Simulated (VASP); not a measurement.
# Ga2Te2S (P-3m1) in VASP: a series of runs, part 2 of 2

VASP 6.6.1.

### Step 3. Single point, PBE

This run uses another cell than the first one, of 31.69 Å³/atom.

File INCAR:

```
PREC = Accurate
ENCUT = 520
EDIFF = 1E-6
ISMEAR = 0
SIGMA = 0.1
LREAL = False
LASPH = True
NELM = 60
ALGO = Normal
ISIF = 2
LWAVE = False
LCHARG = False
GGA = PE
NBANDS = 30
```

File KPOINTS:

```
regular mesh
0
Gamma
  6 6 2
```

File POSCAR:

```
Ga2Te2S
1.0
    4.7945149800      0.0000000000      0.0000000000
   -2.3972574900      4.1521717700      0.0000000000
    0.0000000000      0.0000000000      7.9583086500
Ga Te S
2 2 1
Direct
    0.6666666700      0.3333333300      0.3717364700
    0.3333333300      0.6666666700      0.6282635300
    0.3333333300      0.6666666700      0.2578401600
    0.6666666700      0.3333333300      0.7421598400
    0.0000000000      0.0000000000      0.0000000000
```

Potentials or basis: VASP PAW PBE potentials, release 64 (Ga_d, Te, S).

Command:

```bash
cat potpaw_PBE.64/Ga_d/POTCAR potpaw_PBE.64/Te/POTCAR potpaw_PBE.64/S/POTCAR > POTCAR
mpirun -np 1 vasp_std > vasp.out
```

OUTCAR:

```text
PREC = Accurate
   ENCUT = 520
   EDIFF = 1E-6
   ISMEAR = 0
   LREAL = False
   LASPH = True
   NELM = 60
   ISIF = 2
   GGA = PE

 ion  position               nearest neighbor table
   1  0.667  0.333  0.372-   3 2.91   3 2.91   3 2.91   4 2.95
   2  0.333  0.667  0.628-   4 2.91   4 2.91   4 2.91   3 2.95
   3  0.333  0.667  0.258-   1 2.91   1 2.91   1 2.91   2 2.95
   4  0.667  0.333  0.742-   2 2.91   2 2.91   2 2.91   1 2.95
   5  0.000  0.000  0.000-

  LATTYP: Found a hexagonal cell.
 ALAT       =     4.7945149800
 C/A-ratio  =     1.6598777318

  Lattice vectors:

 A1 = (   4.7945149800,   0.0000000000,   0.0000000000)
 A2 = (  -2.3972574900,   4.1521717700,   0.0000000000)
 A3 = (   0.0000000000,   0.0000000000,   7.9583086500)

Analysis of symmetry for initial positions (statically):
=====================================================================
 Subroutine PRICEL returns:
 Original cell was already a primitive cell.

 Routine SETGRP: Setting up the symmetry group for a
 hexagonal supercell.

 Subroutine GETGRP returns: Found 12 space group operations
 (whereof 12 operations were pure point group operations)
 out of a pool of 24 trial point group operations.

The static configuration has the point symmetry D_3d.

Analysis of symmetry for dynamics (positions and initial velocities):
=====================================================================
 Subroutine PRICEL returns:
 Original cell was already a primitive cell.

 Routine SETGRP: Setting up the symmetry group for a
 hexagonal supercell.

 Subroutine GETGRP returns: Found 12 space group operations
 (whereof 12 operations were pure point group operations)
 out of a pool of 24 trial point group operations.

The dynamic configuration has the point symmetry D_3d.

 Subroutine INISYM returns: Found 12 space group operations
 (whereof 12 operations are pure point group operations),
 and found     1 'primitive' translations

----------------------------------------------------------------------------------------

                                     Primitive cell

  volume of cell :     158.4312

  direct lattice vectors                    reciprocal lattice vectors
     4.794514980  0.000000000  0.000000000     0.208571671  0.120418910  0.000000000
    -2.397257490  4.152171770  0.000000000     0.000000000  0.240837821  0.000000000
     0.000000000  0.000000000  7.958308650     0.000000000  0.000000000  0.125654840

  length of vectors
     4.794514980  4.794514979  7.958308650     0.240837821  0.240837821  0.125654840

  position of ions in fractional coordinates (direct lattice)
     0.666666670  0.333333330  0.371736470
     0.333333330  0.666666670  0.628263530
     0.333333330  0.666666670  0.257840160
     0.666666670  0.333333330  0.742159840
     0.000000000  0.000000000  0.000000000

  ion indices of the primitive-cell ions
   primitive index   ion index
                 1           1
                 2           2
                 3           3
                 4           4
[... 27 lines left out ...]

 Following reciprocal coordinates:
            Coordinates               Weight
  0.000000  0.000000  0.000000      1.000000
  0.166667 -0.000000  0.000000      6.000000
  0.333333 -0.000000  0.000000      6.000000
  0.500000  0.000000  0.000000      3.000000
  0.166667  0.166667  0.000000      6.000000
  0.333333  0.166667  0.000000     12.000000
  0.333333  0.333333  0.000000      2.000000
  0.000000  0.000000  0.500000      1.000000
  0.166667 -0.000000  0.500000      6.000000
  0.333333 -0.000000  0.500000      6.000000
  0.500000  0.000000  0.500000      3.000000
  0.166667  0.166667  0.500000      6.000000
  0.333333  0.166667  0.500000     12.000000
  0.333333  0.333333  0.500000      2.000000
   k-points           NKPTS =     14   k-points in BZ     NKDIM =     14   number of bands    NBANDS=     30
   number of dos      NEDOS =    301   number of ions     NIONS =      5
   total plane-waves  NPLWV =  77760
   dimension x,y,z NGX =    36 NGY =   36 NGZ =   60
   dimension x,y,z NGXF=    72 NGYF=   72 NGZF=  120
   ions per type =               2   2   1
   NGX,Y,Z   is equivalent  to a cutoff of  12.48, 12.48, 12.53 a.u.
   NGXF,Y,Z  is equivalent  to a cutoff of  24.97, 24.97, 25.07 a.u.
 SYSTEM =  unknown system
   PREC   = accura    normal or accurate (medium, high low for compatibility)
   ISTART =      0    job   : 0-new  1-cont  2-samecut
   ICHARG =      2    charge: 1-file 2-atom 10-const
   ISPIN  =      1    spin polarized calculation?
   LNONCOLLINEAR =      F non collinear calculations
   LSORBIT =      F    spin-orbit coupling
   LASPH  =      T    aspherical Exc in radial PAW
   ENCUT  =  520.0 eV  38.22 Ry    6.18 a.u.   8.91  8.91 14.80*2*pi/ulx,y,z
   NELM   =     60;   NELMIN=  2; NELMDL= -5     # of ELM steps
   EDIFF  = 0.1E-05   stopping-criterion for ELM
   LREAL  =      F    real-space projection
   EDIFFG = 0.1E-04   stopping-criterion for IOM
   NSW    =      0    number of steps for IOM
   IBRION =     -1    ionic relax: 0-MD 1-quasi-New 2-CG
   NFREE  =      0    steps in history (QN), initial steepest desc. (CG)
   ISIF   =      2    stress and relaxation
   ISYM   =      2    0-nonsym 1-usesym 2-fastsym
   POTIM  = 0.5000    time-step for ionic-motion
   TEBEG  =    0.0;   TEEND  =   0.0 temperature during run
   PSTRESS=    0.0 pullay stress
   NELECT =      44.0000    total number of electrons
   NUPDOWN=      -1.0000    fix difference up-down
   EMIN   =  10.00;   EMAX   =-10.00  energy-range for DOS
   EFERMI =   0.00;   METHOD = LEGACY
   ISMEAR =     0;   SIGMA  =   0.10  broadening in eV -4-tet -1-fermi 0-gaus
   EFERMI_NEDOS =   21; number of points for ismear=-14 and -15
   IALGO  =     38    algorithm
   IMIX   =      4    mixing-type and parameters
     AMIX     =   0.40;   BMIX     =  1.00
     AMIX_MAG =   1.60;   BMIX_MAG =  1.00
  volume/ion in A,a.u.               =      31.69       213.83
  Fermi-wavevector in a.u.,A,eV,Ry     =   1.068101  2.018417 15.522054  1.140839
  Thomas-Fermi vector in A             =   2.203738
   LORBIT       =      0    0 simple, 1 ext, 2 COOP (PROOUT), +10 PAW based schemes
   GGA     = PE    functional components
   LHFCALC =     F    Hartree Fock is set to
   AEXX    =    0.0000 exact exchange contribution
   IVDW    =     0    specifies the selected vdW correction
   LEPSILON=     F    determine dielectric tensor
   LRPA    =     F    only Hartree local field effects (RPA)
 non-spin polarized calculation
 Gauss-broadening in eV      SIGMA  =   0.10
  energy-cutoff  :      520.00
  volume of cell :      158.43
 maximum number of plane-waves:      4299
 NGX is ok and might be reduce to    36
   NGX = 17   NGY = 17   NGZ = 29

 number of electron      44.0000001 magnetization

 Free energy of the ion-electron system (eV)
  ---------------------------------------------------
  ext. energy  EPLUGINS =         0.00000000
  ---------------------------------------------------
  free energy    TOTEN  =       -15.29753964 eV

  energy without entropy =      -15.27116100  energy(sigma->0) =      -15.28435032

 E-fermi :   3.1039     XC(G=0):  -8.6188

 val. band max:        3.1005478595   @ k =   0.3333   0.1667   0.0000
 cond. band min:       3.1269757500   @ k =   0.0000   0.0000   0.0000
 fundamental gap:      0.0264278905
 Fermi energy:         3.1039017652

 k-point     1 :       0.0000    0.0000    0.0000
  band No.  band energies     occupation
      1     -11.7006      2.00000
      2     -11.6640      2.00000
      3     -11.6640      2.00000
      4     -11.6635      2.00000
      5     -11.6635      2.00000
      6     -11.6363      2.00000
[... 451 lines left out ...]
     29       7.4585      0.00000
     30       9.3171      0.00000

------------------------ aborting loop because EDIFF is reached ----------------------------------------

  FORCE on cell =-STRESS in cart. coord.  units (eV):
  Direction    XX          YY          ZZ          XY          YZ          ZX
  --------------------------------------------------------------------------------------
  -------------------------------------------------------------------------------------
  Total       -3.8837626     -3.8837626     -4.0535891     -0.0000000      0.0000000      0.0000000
  in kB      -39.2755697    -39.2755696    -40.9929841     -0.0000000      0.0000000      0.0000000
  external PRESSURE =     -39.8480411 kB  Pullay stress =       0.0000000 kB

 VOLUME and BASIS-vectors are now :
 -----------------------------------------------------------------------------
  energy-cutoff  :      520.00
  volume of cell :      158.43
      direct lattice vectors                 reciprocal lattice vectors
     4.794514980  0.000000000  0.000000000     0.208571671  0.120418910  0.000000000
    -2.397257490  4.152171770  0.000000000     0.000000000  0.240837821  0.000000000
     0.000000000  0.000000000  7.958308650     0.000000000  0.000000000  0.125654840

 POSITION                                       TOTAL-FORCE (eV/Angst)
 -----------------------------------------------------------------------------------
      2.39726      1.38406      2.95839        -0.000000      0.000000     -0.164616
     -0.00000      2.76811      4.99992         0.000000     -0.000000      0.164616
     -0.00000      2.76811      2.05197        -0.000000     -0.000000     -0.385530
      2.39726      1.38406      5.90634         0.000000      0.000000      0.385530
      0.00000      0.00000      0.00000         0.000000      0.000000      0.000000
 -----------------------------------------------------------------------------------
    total drift:                                0.000000      0.000000      0.000000

  FREE ENERGIE OF THE ION-ELECTRON SYSTEM (eV)
  ---------------------------------------------------
  free  energy   TOTEN  =       -15.2975396363 eV

  energy  without entropy=      -15.2711609961  energy(sigma->0) =      -15.28435032
```

Run time: 38 s. Hardware: 1 thread of AMD EPYC 9R45 (Zen 5), shared host; peak memory 0.26 GiB.

Results:

```yaml
Free_energy: -15.2975 eV
Pressure: -4.0 GPa
Largest_force: 0.386 eV/Å
Band_gap_on_the_k_mesh: zero (bands 22 and 23 overlap by 0.74 eV)
```

Forces on the atoms (eV/Å):
```
Ga   0.000  0.000 -0.165
Ga   0.000  0.000  0.165
Te   0.000  0.000 -0.386
Te   0.000  0.000  0.386
S    0.000  0.000  0.000
```

Levels at points of the mesh, in eV from the Fermi level:
| k point | band 18 | band 19 | band 20 | band 21 | band 22 | band 23 | band 24 | band 25 | band 26 | band 27 |
| --- | --- | --- | --- | --- | --- | --- | --- | --- | --- | --- |
| (0.00, 0.00, 0.00) | -1.74 | -1.67 | -1.67 | -0.56 | -0.34 | -0.34 | 0.02 | 2.78 | 2.78 | 2.92 |
| (0.50, 0.00, 0.00) | -1.95 | -1.93 | -1.34 | -0.48 | -0.41 | 0.16 | 2.12 | 2.37 | 3.41 | 4.13 |
| (0.00, 0.00, 0.50) | -1.46 | -1.46 | -1.44 | -1.44 | -0.63 | -0.63 | 0.71 | 2.65 | 2.65 | 3.35 |
| (0.50, 0.00, 0.50) | -2.53 | -2.50 | -1.70 | -0.29 | -0.01 | 0.67 | 1.05 | 2.59 | 3.01 | 3.72 |

Caveat: the k points lie up to 0.39 Å⁻¹ apart, too coarse for converged energies and pressures of a metal; spin-orbit coupling is left out, which moves the levels of the heavy elements.

### Step 4. Single point, PBE

File INCAR:

```
  PREC = Accurate
  ENCUT = 520
  EDIFF = 1E-6
  ISMEAR = 0
  SIGMA = 0.1
  LREAL = False
  LASPH = True
  NELM = 100
  ALGO = Normal
  ISIF = 2
  LWAVE = False
  LCHARG = True
  GGA = PE
  LELF = True
  LVHAR = True
  NBANDS = 30
```

File KPOINTS:

```
regular mesh
0
Gamma
  6 6 4
```

File POSCAR:

```
Ga2Te2S
1.0
    4.6752543866      0.0000000000      0.0000000000
   -2.3376271933      4.0488890679      0.0000000000
    0.0000000000      0.0000000000      6.9876324452
Ga Te S
2 2 1
Direct
    0.6666666667      0.3333333333      0.3488441603
    0.3333333333      0.6666666667      0.6511558397
    0.3333333333      0.6666666667      0.2255231846
    0.6666666667      0.3333333333      0.7744768154
    0.0000000000      0.0000000000      0.0000000000
```

Potentials or basis: VASP PAW PBE potentials, release 64 (Ga_d, Te, S).

Command:

```bash
cat potpaw_PBE.64/Ga_d/POTCAR potpaw_PBE.64/Te/POTCAR potpaw_PBE.64/S/POTCAR > POTCAR
mpirun -np 1 vasp_std > vasp.out
```

OUTCAR:

```text
PREC = Accurate
   ENCUT = 520
   EDIFF = 1E-6
   ISMEAR = 0
   LREAL = False
   LASPH = True
   NELM = 100
   ISIF = 2
   GGA = PE

 ion  position               nearest neighbor table
   1  0.667  0.333  0.349-   3 2.83   3 2.83   3 2.83   4 2.97
   2  0.333  0.667  0.651-   4 2.83   4 2.83   4 2.83   3 2.97
   3  0.333  0.667  0.226-   1 2.83   1 2.83   1 2.83   2 2.97   5 3.13   5 3.13   5 3.13
   4  0.667  0.333  0.774-   2 2.83   2 2.83   2 2.83   1 2.97   5 3.13   5 3.13   5 3.13
   5  0.000  0.000  0.000-   3 3.13   4 3.13   3 3.13   4 3.13   4 3.13   3 3.13

  LATTYP: Found a hexagonal cell.
 ALAT       =     4.6752543866
 C/A-ratio  =     1.4945994094

  Lattice vectors:

 A1 = (   4.6752543866,   0.0000000000,   0.0000000000)
 A2 = (  -2.3376271933,   4.0488890679,   0.0000000000)
 A3 = (   0.0000000000,   0.0000000000,   6.9876324452)

Analysis of symmetry for initial positions (statically):
=====================================================================
 Subroutine PRICEL returns:
 Original cell was already a primitive cell.

 Routine SETGRP: Setting up the symmetry group for a
[... 174 lines left out ...]
 E-fermi :   5.0439     XC(G=0):  -9.4692

 val. band max:        5.0066886411   @ k =   0.3333   0.1667   0.2500
 cond. band min:       5.0619788554   @ k =  -0.1667   0.5000   0.2500
 fundamental gap:      0.0552902144
 Fermi energy:         5.0438838684

 k-point     1 :       0.0000    0.0000    0.0000
  band No.  band energies     occupation
      1      -9.8775      2.00000
      2      -9.8196      2.00000
      3      -9.8196      2.00000
      4      -9.8193      2.00000
      5      -9.8193      2.00000
      6      -9.8000      2.00000
[... 781 lines left out ...]
     29       9.6304      0.00000
     30      10.4111      0.00000

------------------------ aborting loop because EDIFF is reached ----------------------------------------

  FORCE on cell =-STRESS in cart. coord.  units (eV):
  Direction    XX          YY          ZZ          XY          YZ          ZX
  --------------------------------------------------------------------------------------
  -------------------------------------------------------------------------------------
  Total       -0.0263716     -0.0263716      0.1102740     -0.0000000     -0.0000000      0.0000000
  in kB       -0.3194306     -0.3194306      1.3357114     -0.0000000     -0.0000000      0.0000000
  external PRESSURE =       0.2322834 kB  Pullay stress =       0.0000000 kB

 VOLUME and BASIS-vectors are now :
 -----------------------------------------------------------------------------
  energy-cutoff  :      520.00
  volume of cell :      132.27
      direct lattice vectors                 reciprocal lattice vectors
     4.675254387  0.000000000  0.000000000     0.213892105  0.123490664  0.000000000
    -2.337627193  4.048889068  0.000000000     0.000000000  0.246981328  0.000000000
     0.000000000  0.000000000  6.987632445     0.000000000  0.000000000  0.143109989

 POSITION                                       TOTAL-FORCE (eV/Angst)
 -----------------------------------------------------------------------------------
      2.33763      1.34963      2.43759        -0.000000      0.000000      0.017170
     -0.00000      2.69926      4.55004         0.000000     -0.000000     -0.017170
     -0.00000      2.69926      1.57587         0.000000      0.000000      0.007960
      2.33763      1.34963      5.41176        -0.000000     -0.000000     -0.007960
      0.00000      0.00000      0.00000         0.000000      0.000000      0.000000
 -----------------------------------------------------------------------------------
    total drift:                               -0.000000      0.000000      0.000000

  FREE ENERGIE OF THE ION-ELECTRON SYSTEM (eV)
  ---------------------------------------------------
  free  energy   TOTEN  =       -15.7919172413 eV

  energy  without entropy=      -15.7798360735  energy(sigma->0) =      -15.78587666
```

OSZICAR:

```text
N       E                     dE             d eps       ncg     rms          rms(c)
DAV:   1     0.325103274559E+03    0.32510E+03   -0.19501E+04  1524   0.182E+03
DAV:   2     0.261075285525E+02   -0.29900E+03   -0.28755E+03  1598   0.467E+02
DAV:   3    -0.142094003393E+02   -0.40317E+02   -0.38980E+02  1768   0.125E+02
DAV:   4    -0.162089288870E+02   -0.19995E+01   -0.19792E+01  1762   0.279E+01
DAV:   5    -0.162720622967E+02   -0.63133E-01   -0.63101E-01  1926   0.485E+00    0.117E+01
DAV:   6    -0.158374859980E+02    0.43458E+00   -0.41500E+00  2054   0.919E+00    0.855E+00
DAV:   7    -0.157890756195E+02    0.48410E-01   -0.79636E-01  1542   0.353E+00    0.486E+00
DAV:   8    -0.157940294553E+02   -0.49538E-02   -0.90308E-02  1860   0.149E+00    0.856E-01
DAV:   9    -0.157910515136E+02    0.29779E-02   -0.18369E-02  1670   0.558E-01    0.657E-01
DAV:  10    -0.157919804163E+02   -0.92890E-03   -0.63223E-03  1478   0.415E-01    0.518E-01
DAV:  11    -0.157918608188E+02    0.11960E-03   -0.96931E-04  1488   0.219E-01    0.670E-02
DAV:  12    -0.157919004365E+02   -0.39618E-04   -0.77412E-05  1690   0.455E-02    0.433E-02
DAV:  13    -0.157919143129E+02   -0.13876E-04   -0.31197E-05  1350   0.247E-02    0.150E-02
DAV:  14    -0.157919157859E+02   -0.14730E-05   -0.14991E-06  1302   0.683E-03    0.688E-03
DAV:  15    -0.157919173710E+02   -0.15851E-05   -0.21342E-06  1254   0.553E-03    0.296E-03
DAV:  16    -0.157919172413E+02    0.12977E-06   -0.79874E-08   846   0.191E-03
   1 F= -.15791917E+02 E0= -.15785877E+02  d E =-.120812E-01
```

Wall time 59 s (1 thread of AMD EPYC 9R45 (Zen 5), shared host); peak memory 0.27 GiB.

Results:

| Property | Result |
| --- | --- |
| Free energy | -15.7919 eV |
| Pressure | 0.0 GPa |
| Largest force | 0.017 eV/Å |
| Band gap on the k mesh | zero (bands 22 and 23 overlap by 1.67 eV) |

Forces on the atoms (eV/Å):
```
Ga   0.000  0.000  0.017
Ga   0.000  0.000 -0.017
Te   0.000  0.000  0.008
Te   0.000  0.000 -0.008
S    0.000  0.000  0.000
```

Stress tensor (GPa, compression positive):
```
-0.03  0.00  0.00
 0.00 -0.03  0.00
 0.00  0.00  0.13
```

Caveat: spin-orbit coupling is left out, which moves the levels of the heavy elements.

### Step 5. The runs side by side

| cell | k mesh | gap on the mesh (eV) | pressure (GPa) | largest force (eV/Å) |
| --- | --- | --- | --- | --- |
| a = 4.684, b = 4.684, c = 6.965 Å, angles 90.0, 90.0, 120.0°, 5 atoms, atomic positions A | 6 × 6 × 2 | none | -0.1 | 0.02 |
| a = 4.795, b = 4.795, c = 7.958 Å, angles 90.0, 90.0, 120.0°, 5 atoms, atomic positions B | 6 × 6 × 2 | none | -4.0 | 0.39 |
| a = 4.675, b = 4.675, c = 6.988 Å, angles 90.0, 90.0, 120.0°, 5 atoms, atomic positions A | 6 × 6 × 4 | none | 0.0 | 0.02 |

Alike in all rows: task single point; level PBE; potentials or basis VASP PAW PBE potentials, release 64 (Ga_d, Te, S); no spin polarisation; cutoff (eV) 520; smearing gaussian 0.1 eV.

Caveats: some runs use coarse meshes; spin-orbit coupling is left out, which moves the levels of the heavy elements.

Total energies depend on the potentials used, so only differences within one code and one set of settings carry meaning.
